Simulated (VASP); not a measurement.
# LaHg in VASP: a series of runs

Runs on LaHg. Level: LDA. Tasks: single point.

Everything below comes from runs of VASP 6.6.1. Logs are shortened: lines on timing, memory, paths and dates and some standing lists are left out, and cuts for length are marked.

## (1) The cell of the first run

It takes space group Pm-3m (No. 221, cubic). Conventional cell: a = 3.759 Å, b = 3.759 Å, c = 3.759 Å, α = 90.00°, β = 90.00°, γ = 90.00°. La (site symmetry m-3m) has 8 Hg at 3.26 Å and 6 La at 3.76 Å within 4.3 Å. Hg (site symmetry m-3m) has 8 La at 3.26 Å and 6 Hg at 3.76 Å within 4.3 Å.

## (2) Single point, LDA (26.55 Å³/atom)

File INCAR:

```
SYSTEM = LaHg
PREC = Accurate ; ENCUT = 520
EDIFF = 1E-7 ; ISMEAR = -1
SIGMA = 0.08 ; LREAL = .False.
LASPH = .True. ; NELM = 80
ALGO = Normal ; ISIF = 2
LWAVE = .False. ; LCHARG = .True.
LELF = .True. ; LVHAR = .True.
NBANDS = 18
```

File KPOINTS:

```
Automatic mesh
0
Gamma
  11 11 11
  0 0 0
```

File POSCAR:

```
LaHg
1.0
    3.7586718991      0.0000000000      0.0000000000
    0.0000000000      3.7586718991      0.0000000000
    0.0000000000      0.0000000000      3.7586718991
La Hg
1 1
Direct
    0.5000000000      0.5000000000      0.5000000000
    0.0000000000      0.0000000000      0.0000000000
```

Potentials or basis: VASP PAW LDA potentials, release 64 (La, Hg).

Started as:

```console
$ cat potpaw_LDA.64/La/POTCAR potpaw_LDA.64/Hg/POTCAR > POTCAR
$ mpirun -np 1 vasp_std > vasp.out
```

OUTCAR:

```text
SYSTEM = LaHg
   PREC = Accurate
   ENCUT = 520
   EDIFF = 1E-7
   ISMEAR = -1
   LREAL = .False.
   LASPH = .True.
   NELM = 80
   ISIF = 2

 ion  position               nearest neighbor table
   1  0.500  0.500  0.500-   2 3.26   2 3.26   2 3.26   2 3.26   2 3.26   2 3.26   2 3.26   2 3.26

   2  0.000  0.000  0.000-   1 3.26   1 3.26   1 3.26   1 3.26   1 3.26   1 3.26   1 3.26   1 3.26

  LATTYP: Found a simple cubic cell.
 ALAT       =     3.7586718991

  Lattice vectors:

 A1 = (   3.7586718991,   0.0000000000,   0.0000000000)
 A2 = (   0.0000000000,   3.7586718991,   0.0000000000)
 A3 = (   0.0000000000,   0.0000000000,   3.7586718991)

Analysis of symmetry for initial positions (statically):
=====================================================================
 Subroutine PRICEL returns:
 Original cell was already a primitive cell.

 Routine SETGRP: Setting up the symmetry group for a
 simple cubic supercell.

 Subroutine GETGRP returns: Found 48 space group operations
 (whereof 48 operations were pure point group operations)
 out of a pool of 48 trial point group operations.

The static configuration has the point symmetry O_h .

Analysis of symmetry for dynamics (positions and initial velocities):
=====================================================================
 Subroutine PRICEL returns:
 Original cell was already a primitive cell.

 Routine SETGRP: Setting up the symmetry group for a
 simple cubic supercell.

 Subroutine GETGRP returns: Found 48 space group operations
 (whereof 48 operations were pure point group operations)
 out of a pool of 48 trial point group operations.

The dynamic configuration has the point symmetry O_h .

 Subroutine INISYM returns: Found 48 space group operations
 (whereof 48 operations are pure point group operations),
 and found     1 'primitive' translations

----------------------------------------------------------------------------------------

                                     Primitive cell

  volume of cell :      53.1011

  direct lattice vectors                    reciprocal lattice vectors
     3.758671899  0.000000000  0.000000000     0.266051421  0.000000000  0.000000000
     0.000000000  3.758671899  0.000000000     0.000000000  0.266051421  0.000000000
     0.000000000  0.000000000  3.758671899     0.000000000  0.000000000  0.266051421

  length of vectors
     3.758671899  3.758671899  3.758671899     0.266051421  0.266051421  0.266051421

[... 79 lines left out ...]
   NELM   =     80;   NELMIN=  2; NELMDL= -5     # of ELM steps
   EDIFF  = 0.1E-06   stopping-criterion for ELM
   LREAL  =      F    real-space projection
   EDIFFG = 0.1E-05   stopping-criterion for IOM
   NSW    =      0    number of steps for IOM
   IBRION =     -1    ionic relax: 0-MD 1-quasi-New 2-CG
   NFREE  =      0    steps in history (QN), initial steepest desc. (CG)
   ISIF   =      2    stress and relaxation
   ISYM   =      2    0-nonsym 1-usesym 2-fastsym
   POTIM  = 0.5000    time-step for ionic-motion
   TEBEG  =    0.0;   TEEND  =   0.0 temperature during run
   PSTRESS=    0.0 pullay stress
   NELECT =      23.0000    total number of electrons
   NUPDOWN=      -1.0000    fix difference up-down
   EMIN   =  10.00;   EMAX   =-10.00  energy-range for DOS
   EFERMI =   0.00;   METHOD = LEGACY
   ISMEAR =    -1;   SIGMA  =   0.08  broadening in eV -4-tet -1-fermi 0-gaus
   EFERMI_NEDOS =   21; number of points for ismear=-14 and -15
   IALGO  =     38    algorithm
   IMIX   =      4    mixing-type and parameters
     AMIX     =   0.40;   BMIX     =  1.00
     AMIX_MAG =   1.60;   BMIX_MAG =  1.00
  volume/ion in A,a.u.               =      26.55       179.17
  Fermi-wavevector in a.u.,A,eV,Ry     =   1.238653  2.340715 20.874895  1.534261
  Thomas-Fermi vector in A             =   2.373169
   LORBIT       =      0    0 simple, 1 ext, 2 COOP (PROOUT), +10 PAW based schemes
   GGA     = CA    functional components
   LHFCALC =     F    Hartree Fock is set to
   AEXX    =    0.0000 exact exchange contribution
   IVDW    =     0    specifies the selected vdW correction
   LEPSILON=     F    determine dielectric tensor
   LRPA    =     F    only Hartree local field effects (RPA)
 non-spin polarized calculation
  energy-cutoff  :      520.00
  volume of cell :       53.10
 maximum number of plane-waves:      1443
 NGX is ok and might be reduce to    28
   NGX = 13   NGY = 13   NGZ = 13

 number of electron      23.0000001 magnetization

 Free energy of the ion-electron system (eV)
  ---------------------------------------------------
  ext. energy  EPLUGINS =         0.00000000
  ---------------------------------------------------
  free energy    TOTEN  =        -7.68572941 eV

  energy without entropy =       -7.63192343  energy(sigma->0) =       -7.65882642

 E-fermi :   7.2207     XC(G=0): -10.9459

 val. band max:        7.2180697271   @ k =   0.0909   0.0000   0.0000
 cond. band min:       7.2213249395   @ k =   0.2727   0.0909   0.0909
 fundamental gap:      0.0032552124
 Fermi energy:         7.2207379534

 k-point     1 :       0.0000    0.0000    0.0000
  band No.  band energies     occupation
      1     -25.5856      2.00000
      2      -9.0216      2.00000
      3      -9.0216      2.00000
      4      -9.0216      2.00000
      5      -0.6782      2.00000
      6      -0.6782      2.00000
[... 481 lines left out ...]
      5      -0.5375      2.00000
      6      -0.3091      2.00000
[... 10 lines left out ...]
     17       8.9504      0.00000
     18       8.9582      0.00000

 [... further k-points ...]

------------------------ aborting loop because EDIFF is reached ----------------------------------------

  FORCE on cell =-STRESS in cart. coord.  units (eV):
  Direction    XX          YY          ZZ          XY          YZ          ZX
  --------------------------------------------------------------------------------------
  -------------------------------------------------------------------------------------
  Total        0.7462982      0.7462982      0.7462982     -0.0000000     -0.0000000      0.0000000
  in kB       22.5174781     22.5174781     22.5174781     -0.0000000     -0.0000000      0.0000000
  external PRESSURE =      22.5174781 kB  Pullay stress =       0.0000000 kB

 VOLUME and BASIS-vectors are now :
 -----------------------------------------------------------------------------
  energy-cutoff  :      520.00
  volume of cell :       53.10
      direct lattice vectors                 reciprocal lattice vectors
     3.758671899  0.000000000  0.000000000     0.266051421  0.000000000  0.000000000
     0.000000000  3.758671899  0.000000000     0.000000000  0.266051421  0.000000000
     0.000000000  0.000000000  3.758671899     0.000000000  0.000000000  0.266051421

 POSITION                                       TOTAL-FORCE (eV/Angst)
 -----------------------------------------------------------------------------------
      1.87934      1.87934      1.87934         0.000000      0.000000      0.000000
      0.00000      0.00000      0.00000         0.000000      0.000000      0.000000
 -----------------------------------------------------------------------------------
    total drift:                               -0.000000      0.000000      0.000000

  FREE ENERGIE OF THE ION-ELECTRON SYSTEM (eV)
  ---------------------------------------------------
  free  energy   TOTEN  =        -7.6857294074 eV

  energy  without entropy=       -7.6319234340  energy(sigma->0) =       -7.65882642
```

OSZICAR:

```text
N       E                     dE             d eps       ncg     rms          rms(c)
DAV:   1     0.195272777480E+03    0.19527E+03   -0.97975E+03  2104   0.190E+03
DAV:   2     0.185789062065E+02   -0.17669E+03   -0.16362E+03  2474   0.272E+02
DAV:   3    -0.656820971238E+01   -0.25147E+02   -0.23899E+02  2806   0.134E+02
DAV:   4    -0.823981108603E+01   -0.16716E+01   -0.15887E+01  3638   0.296E+01
DAV:   5    -0.829861531624E+01   -0.58804E-01   -0.58412E-01  2826   0.429E+00    0.481E+00
DAV:   6    -0.770616600926E+01    0.59245E+00   -0.34917E+00  3304   0.157E+01    0.346E+00
DAV:   7    -0.769830085806E+01    0.78652E-02   -0.16280E-01  3230   0.349E+00    0.186E+00
DAV:   8    -0.768629779602E+01    0.12003E-01   -0.16673E-02  3478   0.117E+00    0.140E-01
DAV:   9    -0.768578013822E+01    0.51766E-03   -0.16089E-03  3544   0.355E-01    0.442E-02
DAV:  10    -0.768573328085E+01    0.46857E-04   -0.24128E-04  3558   0.138E-01    0.202E-02
DAV:  11    -0.768573000761E+01    0.32732E-05   -0.14447E-05  3094   0.328E-02    0.123E-02
DAV:  12    -0.768572938161E+01    0.62600E-06   -0.76685E-06  3408   0.197E-02    0.103E-03
DAV:  13    -0.768572940740E+01   -0.25794E-07   -0.28714E-07  2598   0.405E-03
   1 F= -.76857294E+01 E0= -.76588264E+01  d E =-.538060E-01
```

It took 75 s on 1 thread of AMD EPYC 7R13, shared host; peak memory 0.2 GiB.

Results:

```
Free energy            : -7.6857 eV
Pressure               : 2.3 GPa
Band gap on the k mesh : zero (an odd number of electrons rules out a gap without spin polarisation)
```

Caveat: spin-orbit coupling is left out, which moves the levels of the heavy elements.

## (3) Single point, LDA (27.68 Å³/atom)

This run uses another cell than the first one, of 27.68 Å³/atom.

File INCAR:

```
SYSTEM = LaHg
ALGO     = Normal         ! electronic algorithm
EDIFF    = 1E-6           ! SCF threshold, eV
ENCUT    = 520            ! plane-wave cutoff, eV
GGA      = CA             ! functional
ISIF     = 2              ! what is computed and relaxed
ISMEAR   = -1             ! smearing method
LASPH    = .True.         ! aspherical terms in the spheres
LCHARG   = .False.        ! write CHGCAR
LREAL    = .False.        ! projectors in reciprocal space
LWAVE    = .False.        ! write WAVECAR
NBANDS   = 18             ! bands
NELM     = 100            ! most SCF steps
PREC     = Accurate       ! precision mode
SIGMA    = 0.08           ! smearing width, eV
```

File KPOINTS:

```
k-points
0
Gamma
  11 11 11
  0 0 0
```

File POSCAR:

```
LaHg
1.0
    3.8112475462      0.0000000000      0.0000000000
    0.0000000000      3.8112475462      0.0000000000
    0.0000000000      0.0000000000      3.8112475462
La Hg
1 1
Direct
    0.5000000000      0.5000000000      0.5000000000
    0.0000000000      0.0000000000      0.0000000000
```

Potentials or basis: VASP PAW LDA potentials, release 64 (La, Hg).

Started as:

```console
$ cat potpaw_LDA.64/La/POTCAR potpaw_LDA.64/Hg/POTCAR > POTCAR
$ mpirun -np 1 vasp_std > vasp.out
```

Run time: 54 s. Hardware: 1 thread of AMD EPYC 7R13, shared host; peak memory 0.2 GiB.

It converged, with:

| Quantity | Value |
| --- | --- |
| Free energy | -7.6978 eV |
| Pressure | -0.5 GPa |
| Band gap on the k mesh | zero (an odd number of electrons rules out a gap without spin polarisation) |

Levels at points of the mesh, in eV from the Fermi level:
```csv
k point,band 9,band 10,band 11,band 12,band 13,band 14
"(0.00, 0.00, 0.00)",-7.27,-7.18,-0.05,-0.05,1.42,1.42
```

Caveat: spin-orbit coupling is left out, which moves the levels of the heavy elements.

## (4) Single point, LDA (28.53 Å³/atom)

This run uses another cell than the first one, of 28.53 Å³/atom.

File INCAR:

```
SYSTEM = LaHg
ALGO = Normal
EDIFF = 1E-6
ENCUT = 520
GGA = CA
ISIF = 2
ISMEAR = -1
LASPH = .TRUE.
LCHARG = .FALSE.
LREAL = .FALSE.
LWAVE = .FALSE.
NBANDS = 18
NELM = 80
PREC = Accurate
SIGMA = 0.08
```

File KPOINTS:

```
k-points
0
G
  11 11 11
  0 0 0
```

File POSCAR:

```
LaHg
1.0
    3.8497476020      0.0000000000      0.0000000000
    0.0000000000      3.8497476020      0.0000000000
    0.0000000000      0.0000000000      3.8497476020
La Hg
1 1
Direct
    0.5000000000      0.5000000000      0.5000000000
    0.0000000000      0.0000000000      0.0000000000
```

Started as:

```console
$ cat potpaw_LDA.64/La/POTCAR potpaw_LDA.64/Hg/POTCAR > POTCAR
$ mpirun -np 1 vasp_std > vasp.out
```

Run time: 76 s. Hardware: 1 thread of AMD EPYC 7R13, shared host; peak memory 0.21 GiB.

The run converged. Its results:

```yaml
Free_energy: -7.6832 eV
Pressure: -2.3 GPa
Band_gap_on_the_k_mesh: zero (an odd number of electrons rules out a gap without spin polarisation)
```

Levels at points of the mesh, in eV from the Fermi level:
| k point | band 9 | band 10 | band 11 | band 12 | band 13 | band 14 |
| --- | --- | --- | --- | --- | --- | --- |
| (0.00, 0.00, 0.00) | -7.20 | -7.06 | -0.05 | -0.05 | 1.35 | 1.35 |

Caveat: spin-orbit coupling is left out, which moves the levels of the heavy elements.

## (5) Single point, LDA (29.38 Å³/atom)

This run uses another cell than the first one, of 29.38 Å³/atom.

File INCAR:

```
PREC = Accurate
ENCUT = 520
EDIFF = 1E-6
ISMEAR = -1
SIGMA = 0.08
LREAL = False
LASPH = True
NELM = 60
ALGO = Normal
ISIF = 2
LWAVE = False
LCHARG = False
GGA = CA
NBANDS = 18
```

File KPOINTS:

```
Automatic mesh
0
Gamma
  11 11 11
```

File POSCAR:

```
LaHg
1.0
    3.8874926325      0.0000000000      0.0000000000
    0.0000000000      3.8874926325      0.0000000000
    0.0000000000      0.0000000000      3.8874926325
La Hg
1 1
Direct
    0.5000000000      0.5000000000      0.5000000000
    0.0000000000      0.0000000000      0.0000000000
```

Started as:

```console
$ cat potpaw_LDA.64/La/POTCAR potpaw_LDA.64/Hg/POTCAR > POTCAR
$ mpirun -np 1 vasp_std > vasp.out
```

Run time: 88 s. Hardware: 1 thread of AMD EPYC 7R13, shared host; peak memory 0.21 GiB.

Results (log left out):

```
Free energy            : -7.6518 eV
Pressure               : -3.7 GPa
Band gap on the k mesh : zero (an odd number of electrons rules out a gap without spin polarisation)
```

Levels at points of the mesh, in eV from the Fermi level:
```tsv
k point	band 8	band 9	band 10	band 11	band 12	band 13	band 14	band 15	band 16	band 17
(0.00, 0.00, 0.00)	-7.13	-7.13	-6.95	-0.04	-0.04	1.28	1.28	1.28	1.38	1.38
```

Caveat: the cell stands under tension; spin-orbit coupling is left out, which moves the levels of the heavy elements.

## (6) Single point, LDA (equal xx and yy strain of -2 %)

File INCAR:

```
SYSTEM = LaHg
  PREC = Accurate
  ENCUT = 520
  EDIFF = 1E-7
  ISMEAR = -1
  SIGMA = 0.08
  LREAL = .FALSE.
  LASPH = .TRUE.
  NELM = 60
  ALGO = Normal
  ISIF = 2
  LWAVE = .FALSE.
  LCHARG = .FALSE.
  GGA = CA
  NBANDS = 18
```

File KPOINTS:

```
Automatic mesh
0
G
  11 11 11
  0 0 0
```

File POSCAR:

```
LaHg
1.0
    3.7602600000      0.0000000000      0.0000000000
    0.0000000000      3.7602600000      0.0000000000
    0.0000000000      0.0000000000      3.8370000000
La Hg
1 1
Direct
    0.5000000000      0.5000000000      0.5000000000
    0.0000000000      0.0000000000      0.0000000000
```

Potentials or basis: VASP PAW LDA potentials, release 64 (La, Hg).

Started as:

```console
$ cat potpaw_LDA.64/La/POTCAR potpaw_LDA.64/Hg/POTCAR > POTCAR
$ mpirun -np 1 vasp_std > vasp.out
```

Wall time 3.4 min (1 thread of Oxide Virtual Turin-like, shared host); peak memory 0.24 GiB.

Results (log left out):

```yaml
Free_energy: -7.6962 eV
Pressure: 0.7 GPa
Band_gap_on_the_k_mesh: zero (an odd number of electrons rules out a gap without spin polarisation)
```

Stress tensor (GPa, compression positive):
```
0.84 0.00 0.00
0.00 0.84 0.00
0.00 0.00 0.53
```

Levels at points of the mesh, in eV from the Fermi level:
```
           k point  band 9  band 10  band 11  band 12  band 13  band 14
(0.00, 0.00, 0.00)   -7.30    -7.25    -0.08    -0.03     1.43     1.49
```

Caveat: the cell differs from its parent crystal (equal xx and yy strain of -2 %); spin-orbit coupling is left out, which moves the levels of the heavy elements.

## (7) Overview

```csv
cell,gap on the mesh (eV),pressure (GPa)
"a = 3.759 Å, 2 atoms",none,2.3
"a = 3.811 Å, 2 atoms",none,-0.5
"a = 3.850 Å, 2 atoms",none,-2.3
"a = 3.887 Å, 2 atoms",none,-3.7
"a = 3.760, b = 3.760, c = 3.837 Å, 2 atoms",none,0.7
```

Alike in all rows: task single point; level LDA; potentials or basis VASP PAW LDA potentials, release 64 (La, Hg); no spin polarisation; k mesh 11 × 11 × 11; cutoff (eV) 520; smearing fermi-dirac 0.08 eV.

Caveats: spin-orbit coupling is left out, which moves the levels of the heavy elements; the cell stands under tension (at least some runs).

Total energies depend on the potentials used, so only differences within one code and one set of settings carry meaning.
